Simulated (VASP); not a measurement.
A run of VASP 6.6.1 is set up as follows.

The input INCAR:

```
SYSTEM = WS2
ALGO = Normal
EDIFF = 1E-7
ENCUT = 520
GGA = PE
ISIF = 2
ISMEAR = 0
ISPIN = 2
LASPH = .True.
LCHARG = .False.
LDAU = .True.
LDAUJ = 0 0
LDAUL = 2 -1
LDAUPRINT = 1
LDAUTYPE = 2
LDAUU = 4 0
LMAXMIX = 4
LORBIT = 11
LREAL = .False.
LWAVE = .False.
MAGMOM = 0 0 0
NBANDS = 24
NELM = 150
PREC = Accurate
SIGMA = 0.05
```

KPOINTS

```
k-points
0
Gamma
  7 7 7
  0 0 0
```

Contents of POSCAR:

```
WS2
1.0
    1.5790001700      0.9116361700      6.1633291500
   -1.5790001700      0.9116361700      6.1633291500
    0.0000000000     -1.8232723400      6.1633291500
W S
1 2
Direct
    0.0000000000      0.0000000000      0.0000000000
    0.7503000000      0.7503000000      0.7503000000
    0.5810000000      0.5810000000      0.5810000000
```

Potentials or basis: VASP PAW PBE potentials, release 64 (W_sv, S).

Command:

```sh
$ cat potpaw_PBE.64/W_sv/POTCAR potpaw_PBE.64/S/POTCAR > POTCAR
$ mpirun -np 1 vasp_std > vasp.out
```

Estimate the band gap on the k mesh.

1.16 eV (least direct gap 2.35 eV).

What does it give for the pressure?

8.0 GPa.

Estimate the net moment.

0.00 μB per cell.

Predict the largest force.

0.901 eV/Å.

Eigenvalues of the final occupation matrices:
```
    site  spin  trace               eigenvalues
site 1 d     1   1.67  0.32 0.32 0.33 0.33 0.36
site 1 d     2   1.67  0.32 0.32 0.33 0.33 0.36
```

Caveat: the cell stands under pressure; spin-orbit coupling is left out, which moves the levels of the heavy elements; an odd mesh through Γ misses points on the zone boundary, where band edges can lie.
